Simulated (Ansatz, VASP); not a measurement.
**Two plane-wave programs on Si4Se**

INCAR

```
SYSTEM = Si4Se
PREC = Accurate ; ENCUT = 520
EDIFF = 1E-6 ; ISMEAR = 0
SIGMA = 0.1 ; LREAL = .False.
LASPH = .True. ; NELM = 60
ALGO = Normal ; ISIF = 2
LWAVE = .False. ; LCHARG = .True.
GGA = PE ; LELF = .True.
LVHAR = .True. ; NBANDS = 19
```

The input KPOINTS:

```
Automatic mesh
0
Gamma
  6 6 2
  0 0 0
```

Contents of POSCAR:

```
Si4Se
1.0
    3.0592273900      0.0000000000      0.0000000000
   -1.5296137000      2.6493686400      0.0000000000
    0.0000000000      0.0000000000      9.8368887200
Si Se
4 1
Direct
    0.3333333300      0.6666666700      0.8658552800
    0.3333333300      0.6666666700      0.3767953500
    0.6666666700      0.3333333300      0.1341447200
    0.6666666700      0.3333333300      0.6232046500
    0.0000000000      0.0000000000      0.0000000000
```

Input for Ansatz:

```yaml
crystal:
  lattice:
    - [3.05922739, 0.0, 0.0]
    - [-1.5296137, 2.64936864, 0.0]
    - [0.0, 0.0, 9.83688872]
  atoms:
    - { symbol: Si, position: [0.33333333, 0.66666667, 0.86585528] }
    - { symbol: Si, position: [0.33333333, 0.66666667, 0.37679535] }
    - { symbol: Si, position: [0.66666667, 0.33333333, 0.13414472] }
    - { symbol: Si, position: [0.66666667, 0.33333333, 0.62320465] }
    - { symbol: Se, position: [0.0, 0.0, 0.0] }
basis:
  ecutwfc: 420
kpoints:
  mp_grid: { grid: [6, 6, 2] }
hamiltonian:
  xc: pbe
scf:
  occupations: { method: gaussian, width: 0.1 }
  lower_state_search: "off"
output:
  forces: true
  stress: true
  eigenvalues: true
```

Change from the starting cell: species swapped into the Co4H type (P-3m1, No. 164).

Alike in both runs: task single point; functional PBE; k mesh 6 × 6 × 2; occupations gaussian, width 0.1 eV; no spin polarisation.

```csv
,VASP,Ansatz
version,VASP 6.6.1,Ansatz 0.2.0
potentials or method,"VASP PAW PBE potentials, release 64 (Si, Se), cutoff 520 eV","scalar-relativistic, plane waves, PAW"
valence electrons in the cell,22,32
```

```csv
,VASP,Ansatz,Ansatz less VASP
gap on the k mesh at the Fermi level (eV),none,none,-
rms of the force components (eV/Å),2.984,2.970,-0.0138
```

Atom by atom the forces differ by 0.014 eV/Å (rms over components). A gap of «none» marks a metal or a gap that the smearing closes. VASP's potentials hold 22 valence electrons a cell and Ansatz's 32, so a difference there can come from the potentials and not from the codes.

The k mesh is coarse, so the values compare programs but aren't converged.
